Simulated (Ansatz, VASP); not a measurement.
## Mg2Ge2N in VASP and in Ansatz

```xyz
5
Lattice="4.0439 0.0000 0.0000 0.0000 4.0439 0.0000 0.0000 0.0000 6.6743" Properties=species:S:1:pos:R:3 pbc="T T T"
Mg    2.0220    0.0000    3.7263
Mg    0.0000    2.0220    3.7263
Ge    0.0000    0.0000    1.5297
Ge    0.0000    0.0000    5.9015
N     2.0220    2.0220    3.6656
```

Alike in both runs: functional PBE; k mesh 4 × 4 × 4; occupations gaussian, width 0.1 eV; no spin polarisation.

Ansatz relaxed the structure, and its values are those at the end. VASP's run is a single point on that final structure, the one shown.

|  | VASP | Ansatz |
| --- | --- | --- |
| version | VASP 6.6.1 | Ansatz 0.2.0 |
| potentials or method | VASP PAW PBE potentials, release 64 (Mg, Ge_d, N), cutoff 520 eV | scalar-relativistic, plane waves, PAW |
| valence electrons in the cell | 37 | 53 |

Ansatz gave:

| Quantity | Value |
| --- | --- |
| gap on the k mesh at the Fermi level (eV) | none |
| pressure (GPa) | 0.3 |
| rms of the force components (eV/Å) | 0.012 |

Estimate VASP's values.

gap on the k mesh at the Fermi level (eV): none; pressure (GPa): 0.2; rms of the force components (eV/Å): 0.011.

A gap of «none» marks a metal or a gap that the smearing closes. The functional is the same, so the differences come from potentials, cutoffs and numerics. VASP's potentials hold 37 valence electrons a cell and Ansatz's 53, so a difference there can come from the potentials and not from the codes.

The k mesh is coarse, so the values compare programs but aren't converged.
